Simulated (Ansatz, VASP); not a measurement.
# Two plane-wave programs on Rh

```
CELL_PARAMETERS angstrom
0.00000 1.97619 1.69340
1.97619 0.00000 1.69340
1.97619 1.97619 0.00000
ATOMIC_POSITIONS crystal
Rh 0.00000 0.00000 0.00000
```

Alike in both runs: task single point; functional LDA; k mesh 22 × 22 × 22; occupations gaussian, width 0.15 eV; no spin polarisation.

|  | VASP | Ansatz |
| --- | --- | --- |
| version | VASP 6.6.1 | Ansatz 0.2.0 |
| potentials or method | VASP PAW LDA potentials, release 64 (Rh_pv), cutoff 520 eV | scalar-relativistic, plane waves, PAW |
| valence electrons in the cell | 15 | 17 |

Ansatz gave:

```
gap on the k mesh at the Fermi level (eV)                     : none
pressure (GPa)                                                : 3.3
traceless stress, the component that is largest in VASP (GPa) : 20.90
```

Problem. What did VASP give for the same quantities?

Solution. gap on the k mesh at the Fermi level (eV): none; pressure (GPa): 4.2; traceless stress, the component that is largest in VASP (GPa): 20.84.

Ansatz warns that its potentials were made for another functional, while VASP's fit it. LDA's correlation is that of Perdew and Zunger in VASP and of Perdew and Wang (1992) in Ansatz. A gap of «none» marks a metal or a gap that the smearing closes. VASP's potentials hold 15 valence electrons a cell and Ansatz's 17, so a difference there can come from the potentials and not from the codes.
